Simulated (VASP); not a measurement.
## BP (zinc blende): single point with PBE

Crystal: BP (zinc blende).

```
CELL_PARAMETERS angstrom
0.00000 2.13947 2.13947
2.13947 0.00000 2.13947
2.13947 2.13947 0.00000
ATOMIC_POSITIONS crystal
B 0.00000 0.00000 0.00000
P 0.25000 0.25000 0.25000
```

This cell differs from its parent crystal: volume scaled by 0.84.

| Item | Value |
| --- | --- |
| Program | VASP 6.6.1 |
| Task | single point |
| Functional | PBE |
| Potentials or basis | VASP PAW PBE potentials, release 64 (B, P) |
| Cutoff | 500 eV |
| k mesh | 10 × 10 × 10 |
| Occupations | gaussian, width 0.01 eV |
| Spin | no spin polarisation |

The pressure is 41.4 GPa. The band gap on the k mesh is 0.95 eV, indirect (least direct gap 3.74 eV).

Levels at points of the mesh, in eV from the valence-band top:
| k point | band 1 | band 2 | band 3 | band 4 | band 5 | band 6 | band 7 | band 8 |
| --- | --- | --- | --- | --- | --- | --- | --- | --- |
| (0.00, 0.00, 0.00) | -17.11 | 0.00 | 0.00 | 0.00 | 3.74 | 3.74 | 3.74 | 10.17 |
| (0.50, 0.00, 0.00) | -13.07 | -10.37 | -1.95 | -1.95 | 4.83 | 4.83 | 4.90 | 10.74 |
| (0.50, 0.50, 0.00) | -11.29 | -9.52 | -4.76 | -4.76 | 0.95 | 1.51 | 13.84 | 13.84 |

Wall time 6.7 s on 1 thread of AMD EPYC 9R45 96-Core Processor (Zen 5), with other jobs on the host, peak memory 0.1 GiB.

 A k mesh can miss the band edges.
